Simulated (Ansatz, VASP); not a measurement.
**Cu in VASP and in Ansatz**

```
CELL_PARAMETERS angstrom
-1.42752 1.42752 1.34115
1.42752 -1.42752 1.34115
1.42752 1.42752 -1.34115
ATOMIC_POSITIONS crystal
Cu 0.00000 0.00000 0.00000
```

Alike in both runs: task relaxation of cell and atoms; functional LDA; k mesh 24 × 24 × 24; occupations fermi-dirac, width 0.15 eV; no spin polarisation.

|  | VASP | Ansatz |
| --- | --- | --- |
| version | VASP 6.6.1 | Ansatz 0.2.0 |
| potentials or method | VASP PAW LDA potentials, release 64 (Cu), cutoff 600 eV | scalar-relativistic, plane waves, PAW |
| valence electrons in the cell | 11 | 19 |

|  | VASP | Ansatz | Ansatz less VASP |
| --- | --- | --- | --- |
| gap on the k mesh at the Fermi level, each at its own relaxed structure (eV) | none | none | - |
| relaxed volume (Å³/atom) | 10.99 | 10.94 | -0.054 |
| relaxed cell length with the largest relative difference (Å) | 2.428 | 2.424 | -0.0040 |

LDA's correlation is that of Perdew and Zunger in VASP and of Perdew and Wang (1992) in Ansatz. A gap of «none» marks a metal or a gap that the smearing closes. VASP's potentials hold 11 valence electrons a cell and Ansatz's 19, so a difference there can come from the potentials and not from the codes.
